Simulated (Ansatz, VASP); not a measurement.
# PbO: VASP beside Ansatz

File POSCAR:

```
PbO
1.0
    3.9360744706      0.0000000000      0.0000000000
    0.0000000000      3.9360744706      0.0000000000
    0.0000000000      0.0000000000      4.9422889970
Pb O
2 2
Direct
    0.0000000000      0.5000000000      0.2400000000
    0.5000000000      0.0000000000      0.7600000000
    0.0000000000      0.0000000000      0.0000000000
    0.5000000000      0.5000000000      0.0000000000
```

Contents of INCAR.step1:

```
  PREC = Accurate
  ENCUT = 520
  ISMEAR = 0
  SIGMA = 0.01
  LREAL = False
  LASPH = True
  NELM = 60
  NBANDS = 28
  GGA = PE
  ALGO = Normal
  EDIFF = 1E-4
  LWAVE = True
  LCHARG = False
```

Contents of INCAR.step2:

```
  PREC = Accurate
  ENCUT = 520
  EDIFF = 1E-7
  ISMEAR = 0
  SIGMA = 0.01
  LREAL = False
  LASPH = True
  NELM = 60
  ALGO = Normal
  ISIF = 2
  LWAVE = False
  LCHARG = False
  METAGGA = R2SCAN
  LMIXTAU = True
  NBANDS = 28
  ISTART = 1
```

The input KPOINTS:

```
regular mesh
0
Gamma
  4 4 4
```

Input for Ansatz:

```yaml
crystal:
  lattice:
    - [3.9360744706314303, 0.0, 0.0]
    - [0.0, 3.9360744706314303, 0.0]
    - [0.0, 0.0, 4.942288996958261]
  atoms:
    - { symbol: Pb, position: [0.0, 0.5, 0.24] }
    - { symbol: Pb, position: [0.5, 0.0, 0.76] }
    - { symbol: O, position: [0.0, 0.0, 0.0] }
    - { symbol: O, position: [0.5, 0.5, 0.0] }
basis:
  ecutwfc: 639.467576780718
  xc_grid: 1
kpoints:
  mp_grid:
    grid: [4, 4, 4]
hamiltonian:
  xc: r2scan
scf:
  self_checks: high
  occupations:
    method: fixed
output:
  stress: true
```

Alike in both runs: task single point; functional r2SCAN; k mesh 4 × 4 × 4; no spin polarisation.

```csv
,VASP,Ansatz
version,VASP 6.6.1,Ansatz 0.2.0
potentials or method,"VASP PAW PBE potentials, release 64 (Pb_d, O), cutoff 520 eV","plane waves, PAW"
occupations,"gaussian, width 0.01 eV",fixed
valence electrons in the cell,40,40
```

```tsv
	VASP	Ansatz	Ansatz less VASP
gap on the k mesh at the Fermi level (eV)	1.38	1.38	-0.001
pressure (GPa)	4.1	3.5	-0.57
traceless stress, the component that is largest in VASP (GPa)	-0.75	-0.63	+0.119
```

VASP's potentials were made for PBE, not for r2SCAN.

Neither program's run includes spin-orbit coupling.
